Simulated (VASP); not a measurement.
# SiMo3 (Pmmm) in VASP: single point with PBEsol

Aim: the single point of SiMo3 with PBEsol.

Everything below comes from runs of VASP 6.6.1. Logs are shortened: lines on timing, memory, paths and dates and some standing lists are left out, and cuts for length are marked.

**1. The cell of the first run**

The structure is orthorhombic, space group Pmmm (No. 47). The conventional cell has a = 4.862 Å, b = 4.862 Å, c = 4.862 Å, α = 90.00°, β = 90.00°, γ = 90.00°. Si (site symmetry mmm) has 12 Mo at 2.66 to 2.84 Å within 3.5 Å. Si (site symmetry mmm) has 12 Mo at 2.61 to 2.78 Å within 3.4 Å. Within 3.0 Å of Mo (site symmetry 2mm) lie 6 Mo at 2.17 to 2.98 Å and 4 Si at 2.66 to 2.78 Å. Mo (site symmetry m2m) has 1 Mo at 1.91 Å within 2.5 Å. Within 3.0 Å of Mo (site symmetry mm2) lie 10 Mo at 2.17 to 2.98 Å and 4 Si at 2.66 to 2.78 Å.

**2. Single point, PBEsol (atoms displaced along a vibrational mode)**

File INCAR:

```
ALGO = Fast
EDIFF = 1E-7
ENCUT = 520
GGA = PS
ISIF = 2
ISMEAR = 0
LASPH = T
LCHARG = F
LREAL = F
LWAVE = F
NBANDS = 56
NELM = 80
PREC = Accurate
SIGMA = 0.15
```

File KPOINTS:

```
k-points
0
Gamma
  8 8 8
```

File POSCAR:

```
SiMo3
1.0
    4.8615851677      0.0000000000      0.0000000000
    0.0000000000      4.8615851677      0.0000000000
    0.0000000000      0.0000000000      4.8615851677
Si Mo
2 6
Direct
    0.0000000000      0.0000000000      0.0000000000
    0.5000000000      0.5000000000      0.5000000000
    0.2230026328      0.0000000000      0.5000000000
    0.5000000000      0.6960052656      0.0000000000
    0.7769973672      0.0000000000      0.5000000000
    0.5000000000      0.3039947344      0.0000000000
    0.0000000000      0.5000000000      0.7769973672
    0.0000000000      0.5000000000      0.2230026328
```

Potentials or basis: VASP PAW PBE potentials, release 64 (Si, Mo_sv).

Run with:

```bash
$ cat potpaw_PBE.64/Si/POTCAR potpaw_PBE.64/Mo_sv/POTCAR > POTCAR
$ mpirun -np 1 vasp_std > vasp.out
```

OUTCAR:

```text
EDIFF = 1E-7
   ENCUT = 520
   GGA = PS
   ISIF = 2
   ISMEAR = 0
   LASPH = T
   LREAL = F
   NELM = 80
   PREC = Accurate

 ion  position               nearest neighbor table
   1  0.000  0.000  0.000-   3 2.66   5 2.66   7 2.66   8 2.66   3 2.66   5 2.66   7 2.66   8 2.66
                             4 2.84   6 2.84   4 2.84   6 2.84
   2  0.500  0.500  0.500-   4 2.61   6 2.61   4 2.61   6 2.61   7 2.78   8 2.78   5 2.78   3 2.78
                             3 2.78   5 2.78   7 2.78   8 2.78
   3  0.223  0.000  0.500-   5 2.17   1 2.66   1 2.66   5 2.69   2 2.78   2 2.78   7 2.98   8 2.98
                             7 2.98   8 2.98   6 3.15   6 3.15   4 3.15   4 3.15
   4  0.500  0.696  0.000-   6 1.91   2 2.61   2 2.61   8 2.83   7 2.83   7 2.83   8 2.83   1 2.84
                             1 2.84   6 2.96   5 3.15   3 3.15   5 3.15   3 3.15
   5  0.777  0.000  0.500-   3 2.17   1 2.66   1 2.66   3 2.69   2 2.78   2 2.78   8 2.98   7 2.98
                             8 2.98   7 2.98   6 3.15   4 3.15   4 3.15   6 3.15
   6  0.500  0.304  0.000-   4 1.91   2 2.61   2 2.61   8 2.83   7 2.83   7 2.83   8 2.83   1 2.84
                             1 2.84   4 2.96   5 3.15   3 3.15   3 3.15   5 3.15
   7  0.000  0.500  0.777-   8 2.17   1 2.66   1 2.66   8 2.69   2 2.78   2 2.78   4 2.83   6 2.83
                             4 2.83   6 2.83   5 2.98   3 2.98   5 2.98   3 2.98
   8  0.000  0.500  0.223-   7 2.17   1 2.66   1 2.66   7 2.69   2 2.78   2 2.78   6 2.83   4 2.83
                             4 2.83   6 2.83   5 2.98   5 2.98   3 2.98   3 2.98

  LATTYP: Found a simple cubic cell.
 ALAT       =     4.8615851677

  Lattice vectors:

 A1 = (   4.8615851677,   0.0000000000,   0.0000000000)
 A2 = (   0.0000000000,   4.8615851677,   0.0000000000)
 A3 = (   0.0000000000,   0.0000000000,   4.8615851677)

Analysis of symmetry for initial positions (statically):
=====================================================================
 Subroutine PRICEL returns:
 Original cell was already a primitive cell.

 Routine SETGRP: Setting up the symmetry group for a
 simple cubic supercell.

 Subroutine GETGRP returns: Found  8 space group operations
 (whereof  8 operations were pure point group operations)
 out of a pool of 48 trial point group operations.

The static configuration has the point symmetry D_2h.

Analysis of symmetry for dynamics (positions and initial velocities):
=====================================================================
 Subroutine PRICEL returns:
 Original cell was already a primitive cell.

 Routine SETGRP: Setting up the symmetry group for a
 simple cubic supercell.

 Subroutine GETGRP returns: Found  8 space group operations
 (whereof  8 operations were pure point group operations)
 out of a pool of 48 trial point group operations.

The dynamic configuration has the point symmetry D_2h.

 Subroutine INISYM returns: Found  8 space group operations
 (whereof  8 operations are pure point group operations),
 and found     1 'primitive' translations

----------------------------------------------------------------------------------------

                                     Primitive cell

  volume of cell :     114.9036

  direct lattice vectors                    reciprocal lattice vectors
     4.861585168  0.000000000  0.000000000     0.205694226  0.000000000  0.000000000
     0.000000000  4.861585168  0.000000000     0.000000000  0.205694226  0.000000000
     0.000000000  0.000000000  4.861585168     0.000000000  0.000000000  0.205694226

  length of vectors
     4.861585168  4.861585168  4.861585168     0.205694226  0.205694226  0.205694226

  position of ions in fractional coordinates (direct lattice)
     0.000000000  0.000000000  0.000000000
     0.500000000  0.500000000  0.500000000
     0.223002633  0.000000000  0.500000000
     0.500000000  0.696005266  0.000000000
     0.776997367  0.000000000  0.500000000
     0.500000000  0.303994734  0.000000000
     0.000000000  0.500000000  0.776997367
     0.000000000  0.500000000  0.223002633

  ion indices of the primitive-cell ions
   primitive index   ion index
                 1           1
                 2           2
                 3           3
                 4           4
                 5           5
                 6           6
                 7           7
                 8           8

----------------------------------------------------------------------------------------

 KPOINTS: k-points

Automatic generation of k-mesh.
 Grid dimensions read from file:
 generate k-points for:    8    8    8

 Generating k-lattice:

  Cartesian coordinates                     Fractional coordinates (reciprocal lattice)
     0.025711778  0.000000000  0.000000000     0.125000000  0.000000000  0.000000000
     0.000000000  0.025711778  0.000000000     0.000000000  0.125000000  0.000000000
     0.000000000  0.000000000  0.025711778     0.000000000  0.000000000  0.125000000

  Length of vectors
     0.025711778  0.025711778  0.025711778

  Shift w.r.t. Gamma in fractional coordinates (k-lattice)
     0.000000000  0.000000000  0.000000000

 Subroutine IBZKPT returns following result:
 ===========================================

 Found    125 irreducible k-points:

 Following reciprocal coordinates:
            Coordinates               Weight
  0.000000  0.000000  0.000000      1.000000
  0.125000  0.000000  0.000000      2.000000
  0.000000  0.125000  0.000000      2.000000
  0.000000  0.000000  0.125000      2.000000
  0.250000  0.000000  0.000000      2.000000
  0.000000  0.250000  0.000000      2.000000
[... 16 lines left out ...]
  0.375000  0.125000  0.000000      4.000000
  0.000000  0.375000  0.125000      4.000000
 [... further k-points ...]
   k-points           NKPTS =    125   k-points in BZ     NKDIM =    125   number of bands    NBANDS=     56
   number of dos      NEDOS =    301   number of ions     NIONS =      8
   total plane-waves  NPLWV =  46656
   dimension x,y,z NGX =    36 NGY =   36 NGZ =   36
   dimension x,y,z NGXF=    72 NGYF=   72 NGZF=   72
   ions per type =               2   6
   NGX,Y,Z   is equivalent  to a cutoff of  12.31, 12.31, 12.31 a.u.
   NGXF,Y,Z  is equivalent  to a cutoff of  24.62, 24.62, 24.62 a.u.
 SYSTEM =  unknown system
   PREC   = accura    normal or accurate (medium, high low for compatibility)
   ISTART =      0    job   : 0-new  1-cont  2-samecut
   ICHARG =      2    charge: 1-file 2-atom 10-const
   ISPIN  =      1    spin polarized calculation?
   LNONCOLLINEAR =      F non collinear calculations
   LSORBIT =      F    spin-orbit coupling
   LASPH  =      T    aspherical Exc in radial PAW
   ENCUT  =  520.0 eV  38.22 Ry    6.18 a.u.   9.04  9.04  9.04*2*pi/ulx,y,z
   NELM   =     80;   NELMIN=  2; NELMDL= -5     # of ELM steps
   EDIFF  = 0.1E-06   stopping-criterion for ELM
   LREAL  =      F    real-space projection
   EDIFFG = 0.1E-05   stopping-criterion for IOM
   NSW    =      0    number of steps for IOM
   IBRION =     -1    ionic relax: 0-MD 1-quasi-New 2-CG
   NFREE  =      0    steps in history (QN), initial steepest desc. (CG)
   ISIF   =      2    stress and relaxation
   ISYM   =      2    0-nonsym 1-usesym 2-fastsym
   POTIM  = 0.5000    time-step for ionic-motion
   TEBEG  =    0.0;   TEEND  =   0.0 temperature during run
   PSTRESS=    0.0 pullay stress
   NELECT =      92.0000    total number of electrons
   NUPDOWN=      -1.0000    fix difference up-down
   EMIN   =  10.00;   EMAX   =-10.00  energy-range for DOS
   EFERMI =   0.00;   METHOD = LEGACY
   ISMEAR =     0;   SIGMA  =   0.15  broadening in eV -4-tet -1-fermi 0-gaus
   EFERMI_NEDOS =   21; number of points for ismear=-14 and -15
   IALGO  =     68    algorithm
   IMIX   =      4    mixing-type and parameters
     AMIX     =   0.40;   BMIX     =  1.00
     AMIX_MAG =   1.60;   BMIX_MAG =  1.00
  volume/ion in A,a.u.               =      14.36        96.93
  Fermi-wavevector in a.u.,A,eV,Ry     =   1.520173  2.872710 31.442036  2.310924
  Thomas-Fermi vector in A             =   2.629059
   LORBIT       =      0    0 simple, 1 ext, 2 COOP (PROOUT), +10 PAW based schemes
   GGA     = PS    functional components
   LHFCALC =     F    Hartree Fock is set to
   AEXX    =    0.0000 exact exchange contribution
   IVDW    =     0    specifies the selected vdW correction
   LEPSILON=     F    determine dielectric tensor
   LRPA    =     F    only Hartree local field effects (RPA)
 non-spin polarized calculation
 RMM-DIIS sequential band-by-band and
 Gauss-broadening in eV      SIGMA  =   0.15
  energy-cutoff  :      520.00
  volume of cell :      114.90
 maximum number of plane-waves:      3136
   NGX = 19   NGY = 19   NGZ = 19

 number of electron      91.9999997 magnetization

 Free energy of the ion-electron system (eV)
  ---------------------------------------------------
  ext. energy  EPLUGINS =         0.00000000
  ---------------------------------------------------
  free energy    TOTEN  =       -80.75591242 eV

  energy without entropy =      -80.71706471  energy(sigma->0) =      -80.73648856

 E-fermi :  12.7897     XC(G=0): -13.2425

 val. band max:       12.7882057433   @ k =   0.2500   0.2500   0.5000
 cond. band min:      12.7908023693   @ k =   0.0000   0.2500   0.1250
 fundamental gap:      0.0025966261
 Fermi energy:        12.7897493776

 k-point     1 :       0.0000    0.0000    0.0000
  band No.  band energies     occupation
      1     -49.0482      2.00000
      2     -48.3146      2.00000
      3     -48.2025      2.00000
      4     -47.6370      2.00000
      5     -47.5576      2.00000
      6     -47.1915      2.00000
[... 48 lines left out ...]
     55      16.2905      0.00000
     56      16.4380      0.00000

 k-point     2 :       0.1250    0.0000    0.0000
  band No.  band energies     occupation
      1     -49.0470      2.00000
      2     -48.3081      2.00000
      3     -48.2022      2.00000
      4     -47.6463      2.00000
      5     -47.5575      2.00000
      6     -47.1915      2.00000
[... 48 lines left out ...]
     55      16.3329      0.00000
     56      16.3826      0.00000

 k-point     3 :       0.0000    0.1250    0.0000
  band No.  band energies     occupation
      1     -49.0458      2.00000
      2     -48.3127      2.00000
      3     -48.2045      2.00000
      4     -47.6370      2.00000
      5     -47.5575      2.00000
      6     -47.1950      2.00000
[... 1172 lines left out ...]
 k-point    23 :       0.3750    0.1250    0.0000
  band No.  band energies     occupation
      1     -49.0390      2.00000
      2     -48.2764      2.00000
      3     -48.1982      2.00000
      4     -47.6948      2.00000
      5     -47.5575      2.00000
      6     -47.1948      2.00000
[... 48 lines left out ...]
     55      16.0863      0.00000
     56      16.4603      0.00000

 k-point    24 :       0.0000    0.3750    0.1250
  band No.  band energies     occupation
      1     -49.0338      2.00000
      2     -48.3023      2.00000
      3     -48.2077      2.00000
      4     -47.6370      2.00000
      5     -47.5667      2.00000
      6     -47.2118      2.00000
[... 48 lines left out ...]
     55      16.0000      0.00000
     56      16.2862      0.00000

 [... further k-points ...]
[... 5 lines left out ...]
  --------------------------------------------------------------------------------------
  -------------------------------------------------------------------------------------
  Total       14.6041477     21.7438998     10.8113242      0.0000000      0.0000000      0.0000000
  in kB      203.6353177    303.1896171    150.7494649      0.0000000      0.0000000      0.0000000
  external PRESSURE =     219.1914666 kB  Pullay stress =       0.0000000 kB

 VOLUME and BASIS-vectors are now :
 -----------------------------------------------------------------------------
  energy-cutoff  :      520.00
  volume of cell :      114.90
      direct lattice vectors                 reciprocal lattice vectors
     4.861585168  0.000000000  0.000000000     0.205694226  0.000000000  0.000000000
     0.000000000  4.861585168  0.000000000     0.000000000  0.205694226  0.000000000
     0.000000000  0.000000000  4.861585168     0.000000000  0.000000000  0.205694226

 POSITION                                       TOTAL-FORCE (eV/Angst)
 -----------------------------------------------------------------------------------
      0.00000      0.00000      0.00000         0.000000      0.000000      0.000000
      2.43079      2.43079      2.43079         0.000000      0.000000      0.000000
      1.08415      0.00000      2.43079         4.528539      0.000000      0.000000
      2.43079      3.38369      0.00000         0.000000     14.931912      0.000000
      3.77744      0.00000      2.43079        -4.528539      0.000000      0.000000
      2.43079      1.47790      0.00000         0.000000    -14.931912      0.000000
      0.00000      2.43079      3.77744         0.000000      0.000000     -5.369700
      0.00000      2.43079      1.08415         0.000000      0.000000      5.369700
 -----------------------------------------------------------------------------------
    total drift:                                0.000000      0.000000     -0.000000

  FREE ENERGIE OF THE ION-ELECTRON SYSTEM (eV)
  ---------------------------------------------------
  free  energy   TOTEN  =       -80.7559124152 eV

  energy  without entropy=      -80.7170647099  energy(sigma->0) =      -80.73648856
```

Wall time 8.5 min (1 thread of Intel Xeon Platinum 8559C (Emerald Rapids), shared host); peak memory 0.61 GiB.

What came out:

```yaml
Free_energy: -80.7559 eV
Pressure: 21.9 GPa
Largest_force: 14.932 eV/Å
Band_gap_on_the_k_mesh: zero (bands 46 and 47 overlap by 1.59 eV)
```

Forces in eV/Å, atoms in the order of the input:
```
Si    0.000   0.000   0.000
Si    0.000   0.000   0.000
Mo    4.529   0.000   0.000
Mo    0.000  14.932   0.000
Mo   -4.529   0.000   0.000
Mo    0.000 -14.932   0.000
Mo    0.000   0.000  -5.370
Mo    0.000   0.000   5.370
```

Caveat: the cell differs from its parent crystal (atoms displaced along a vibrational mode); atoms lie so close that the PAW spheres overlap strongly, which falsifies energies and pressures; the stress differs along the axes, from 15 to 30 GPa; the PAW data sets were made with another functional, which shifts forces and pressure a little.
